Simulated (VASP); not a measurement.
Wanted: the native input for a VASP 6.6.1 run.

```yaml
Task: single point
Functional: BLYP
Dispersion: D3(BJ)
Potentials_or_basis: VASP PAW PBE potentials, release 64 (Sc_sv, Al)
Cutoff: 520 eV
k_mesh: 7 × 7 × 7
Occupations: fermi-dirac, width 0.05 eV
Spin: no spin polarisation
Dipole_correction: no
Further_INCAR_settings: ALGO = Normal; EDIFF = 1e-07; NBANDS = 18
```

The structure of ScAl3 lies in POSCAR:

```
ScAl3
1.0
    4.0098811331      0.0000000000      0.0000000000
    0.0000000000      4.0098811331      0.0000000000
    0.0000000000      0.0000000000      4.0098811331
Sc Al
1 3
Direct
    0.0000000000      0.0000000000      0.0000000000
    0.5000000000      0.5000000000      0.0000000000
    0.0000000000      0.5000000000      0.5000000000
    0.5000000000      0.0000000000      0.5000000000
```

These files were run (other wordings do the same):

INCAR

```
AGGAC = 1.0
AGGAX = 1.0
ALDAC = 0.0
ALDAX = 1.0
ALGO = Normal
EDIFF = 1E-7
ENCUT = 520
GGA = B5
ISIF = 2
ISMEAR = -1
IVDW = 12
LASPH = True
LCHARG = False
LREAL = False
LWAVE = False
NBANDS = 18
NELM = 60
PREC = Accurate
SIGMA = 0.05
VDW_A1 = 0.4298
VDW_A2 = 4.2359
VDW_S6 = 1.0
VDW_S8 = 2.6996
```

KPOINTS

```
k-points
0
Gamma
  7 7 7
```

Potentials or basis: VASP PAW PBE potentials, release 64 (Sc_sv, Al).

Launch:

```sh
$ cat potpaw_PBE.64/Sc_sv/POTCAR potpaw_PBE.64/Al/POTCAR > POTCAR
$ mpirun -np 1 vasp_std > vasp.out
```

It gave:

The pressure is 0.1 GPa. The band gap on the k mesh is zero (band 10 reaches 9.37 eV, above the bottom of band 11 at 5.58 eV) and the dispersion energy per atom is -0.939 eV.

Caveat: the PAW data sets were made with another functional, which shifts forces and pressure a little; pairwise dispersion overbinds metals, which lowers pressure and volume.

It took 54 s on 1 thread of Intel Xeon 8259CL, with other jobs on the host, peak memory 0.18 GiB.
